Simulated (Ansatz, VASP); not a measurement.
**Two plane-wave programs on Pt**

INCAR

```
PREC = Accurate
ENCUT = 520
EDIFF = 1E-7
ISMEAR = -1
SIGMA = 0.08
LREAL = False
LASPH = True
NELM = 80
ALGO = Normal
ISIF = 2
LWAVE = False
LCHARG = False
LDIPOL = True
IDIPOL = 3
DIPOL = 0.5 0.5 0.500
NBANDS = 33
```

File KPOINTS:

```
regular mesh
0
Gamma
  12 9 1
```

Contents of POSCAR:

```
Pt
1.0
    2.7538682155      0.0000000000      0.0000000000
    0.0000000000      3.8945577794      0.0000000000
    0.0000000000      0.0000000000     14.2391000000
Pt
5
Direct
    0.0000000000      0.0000000000      0.3160303107
    0.5000000000      0.5000000000      0.3973724849
    0.0000000000      0.0000000000      0.5000000002
    0.5000000000      0.5000000000      0.6026275146
    0.0000000000      0.0000000000      0.6839696893
```

Input for Ansatz:

```yaml
crystal:
  lattice:
    - [2.7538682155, 0.0, 0.0]
    - [0.0, 3.8945577794, 0.0]
    - [0.0, 0.0, 14.2391]
  atoms:
    - { symbol: Pt, position: [0.0, 0.0, 0.3160303107] }
    - { symbol: Pt, position: [0.5, 0.5, 0.3973724849] }
    - { symbol: Pt, position: [0.0, 0.0, 0.5000000002] }
    - { symbol: Pt, position: [0.5, 0.5, 0.6026275146] }
    - { symbol: Pt, position: [0.0, 0.0, 0.6839696893] }
kpoints:
  mp_grid: { grid: [12, 9, 1] }
scf:
  occupations: { method: fermi_dirac, width: 0.08 }
hamiltonian:
  xc: lda
  pseudopotentials: { kind: paw }
output:
  forces: true
  stress: true
  eigenvalues: true
efield:
  axis: 3
  amplitude: 0
  dipole_correction: true
```

Alike in both runs: task single point; functional LDA; k mesh 12 × 9 × 1; occupations fermi-dirac, width 0.08 eV; no spin polarisation.

|  | VASP | Ansatz |
| --- | --- | --- |
| version | VASP 6.6.1 | Ansatz 0.2.0 |
| potentials or method | VASP PAW LDA potentials, release 64 (Pt) | PAW with Ansatz's default frozen-core files, scalar-relativistic |
| plane-wave cutoff (eV) | 520 | 420 |
| valence electrons in the cell | 50 | 90 |

VASP gave:

- rms of the force components (eV/Å): 0.019

Which values does Ansatz return?

rms of the force components (eV/Å): 0.003.

LDA's correlation is that of Perdew and Zunger in VASP and of Perdew and Wang (1992) in Ansatz. Atom by atom the forces differ by 0.021 eV/Å (rms over components). VASP's potentials hold 50 valence electrons a cell and Ansatz's 90, so a difference there can come from the potentials and not from the codes. Ansatz's warnings: vacuum density over bound.

Neither program's run includes spin-orbit coupling.
